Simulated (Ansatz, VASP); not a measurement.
**Two plane-wave programs on Pb**

```xyz
1
Lattice="-1.9347 1.9347 1.9347 1.9347 -1.9347 1.9347 1.9347 1.9347 -1.9347" Properties=species:S:1:pos:R:3 pbc="T T T"
Pb    0.0000    0.0000    0.0000
```

Alike in both runs: functional LDA; k mesh 15 × 15 × 15; occupations fermi-dirac, width 0.05 eV; no spin polarisation.

Ansatz relaxed the structure, and its values are those at the end. VASP's run is a single point on that final structure, the one shown.

|  | VASP | Ansatz |
| --- | --- | --- |
| version | VASP 6.6.1 | Ansatz 0.2.0 |
| potentials or method | VASP PAW LDA potentials, release 64 (Pb_d) | PAW with Ansatz's default frozen-core files, scalar-relativistic |
| plane-wave cutoff (eV) | 520 | 420 |
| valence electrons in the cell | 14 | 14 |

```tsv
	VASP	Ansatz	Ansatz less VASP
pressure (GPa)	0.0	0.0	-0.04
```

LDA's correlation is that of Perdew and Zunger in VASP and of Perdew and Wang (1992) in Ansatz.

Neither program's run includes spin-orbit coupling.
